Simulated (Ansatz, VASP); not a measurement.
# Ca in VASP and in Ansatz

Contents of INCAR:

```
SYSTEM = Ca
ALGO = Normal
EDIFF = 1E-6
ENCUT = 520
GGA = PS
ISIF = 2
ISMEAR = -1
LASPH = .True.
LCHARG = .False.
LREAL = .False.
LWAVE = .False.
NBANDS = 17
NELM = 100
PREC = Accurate
SIGMA = 0.08
```

Contents of KPOINTS:

```
k-points
0
Gamma
  11 11 6
  0 0 0
```

File POSCAR:

```
Ca
1.0
    3.6854930262      0.0000000000      0.0000000000
   -1.8427465131      3.1917305862      0.0000000000
    0.0000000000      0.0000000000      6.1036226744
Ca
2
Direct
    0.3333333333      0.6666666667      0.2500000000
    0.6666666667      0.3333333333      0.7500000000
```

Input for Ansatz:

```yaml
crystal:
  lattice:
    - [3.6854930262, 0.0, 0.0]
    - [-1.8427465131, 3.1917305862, 0.0]
    - [0.0, 0.0, 6.1036226744]
  atoms:
    - { symbol: Ca, position: [0.3333333333, 0.6666666667, 0.25] }
    - { symbol: Ca, position: [0.6666666667, 0.3333333333, 0.75] }
kpoints:
  mp_grid: { grid: [11, 11, 6] }
scf:
  occupations: { method: fermi_dirac, width: 0.08 }
hamiltonian:
  xc: pbesol
  pseudopotentials: { kind: all_electron, lapw: { basis_error: 0.001 } }
output:
  forces: true
  stress: true
  eigenvalues: true
  populations: true
```

Change from the starting cell: volume scaled by 0.88, LAPW.

Alike in both runs: task single point; functional PBEsol; k mesh 11 × 11 × 6; occupations fermi-dirac, width 0.08 eV; no spin polarisation.

```csv
,VASP,Ansatz
version,VASP 6.6.1,Ansatz 0.2.0
potentials or method,"VASP PAW PBE potentials, release 64 (Ca_sv), cutoff 520 eV","all-electron LAPW, scalar-relativistic"
```

|  | VASP | Ansatz | Ansatz less VASP |
| --- | --- | --- | --- |
| pressure (GPa) | 2.8 | 2.8 | -0.01 |

VASP's potentials were made for PBE, not for PBEsol. Ansatz ran all-electron here, and VASP with PAW potentials.
